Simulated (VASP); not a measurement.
Set up this calculation in VASP 6.6.1, as the native input.

```
Task                   : single point
Functional             : PBE
Potentials or basis    : VASP PAW PBE potentials, release 64 (Sb_d_GW, C)
Cutoff                 : 700 eV
k mesh                 : 16 × 16 × 16
Occupations            : gaussian, width 0.1 eV
Spin                   : no spin polarisation
Dipole correction      : no
Further INCAR settings : ALGO = Normal; EDIFF = 1e-06; NBANDS = 18
```

The structure of SbC2 lies in POSCAR:

```
SbC2
1.0
   -2.0932687922      2.0932687922      3.0727632128
    2.0932687922     -2.0932687922      3.0727632128
    2.0932687922      2.0932687922     -3.0727632128
Sb C
1 2
Direct
    0.0000000000      0.0000000000      0.0000000000
    0.6043564178      0.6043564178      0.0000000000
    0.3956435822      0.3956435822      0.0000000000
```

These files were run (other wordings do the same):

INCAR

```
SYSTEM = SbC2
ALGO = Normal
EDIFF = 1E-6
ENCUT = 700
GGA = PE
GGA_COMPAT = .False.
ISIF = 2
ISMEAR = 0
LASPH = .True.
LCHARG = .False.
LREAL = .False.
LWAVE = .False.
NBANDS = 18
NELM = 120
PREC = Accurate
SIGMA = 0.1
```

KPOINTS

```
k-points
0
Gamma
  16 16 16
  0 0 0
```

Potentials or basis: VASP PAW PBE potentials, release 64 (Sb_d_GW, C).

Run with:

```sh
$ cat potpaw_PBE.64/Sb_d_GW/POTCAR potpaw_PBE.64/C/POTCAR > POTCAR
$ mpirun -np 1 vasp_std > vasp.out
```

It gave:

```json
{
 "Pressure": "0.0 GPa",
 "Largest force": "0.092 eV/Å",
 "Band gap on the k mesh": "zero (an odd number of electrons rules out a gap without spin polarisation)"
}
```

Caveat: spin-orbit coupling is left out, which moves the levels of the heavy elements; this functional lacks dispersion, which binds layers or chains, so the pressure and a relaxed spacing across them are unreliable; an odd number of electrons without spin polarisation forces a metal; a magnetic or distorted state may lie lower.

Run time: 8.4 min on 1 thread of Intel(R) Xeon(R) Platinum 8259CL CPU @ 2.50GHz (Skylake/Cascade Lake) (shared host), peak memory 0.74 GiB.
